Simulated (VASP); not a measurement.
A run of VASP 6.6.1:

INCAR

```
ALGO = Normal
EDIFF = 1E-6
ENCUT = 680
GGA = PE
GGA_COMPAT = False
ISIF = 2
ISMEAR = 0
ISPIN = 2
LASPH = True
LCHARG = True
LELF = True
LMAXMIX = 4
LORBIT = 11
LREAL = False
LVHAR = True
LWAVE = False
MAGMOM = 4
NBANDS = 18
NELM = 200
PREC = Accurate
SIGMA = 0.1
```

Contents of KPOINTS:

```
k-points
0
Gamma
  10 10 10
```

File POSCAR:

```
Mn
1.0
   -1.3058206205      1.3058206205      1.9866155791
    1.3058206205     -1.3058206205      1.9866155791
    1.3058206205      1.3058206205     -1.9866155791
Mn
1
Direct
    0.0000000000      0.0000000000      0.0000000000
```

Potentials or basis: VASP PAW PBE potentials, release 64 (Mn_sv).

The run is started by

```console
$ cat potpaw_PBE.64/Mn_sv/POTCAR > POTCAR
$ mpirun -np 1 vasp_std > vasp.out
```

Hardware: 1 thread of Intel(R) Xeon(R) Platinum 8259CL CPU @ 2.50GHz (Skylake/Cascade Lake), on a shared host.

Estimate the wall time of this run.

Wall time 56 s on 1 thread of Intel(R) Xeon(R) Platinum 8259CL CPU @ 2.50GHz (Skylake/Cascade Lake), with other jobs on the host, peak memory 0.18 GiB. Counts: scf iterations 16, k points 102.
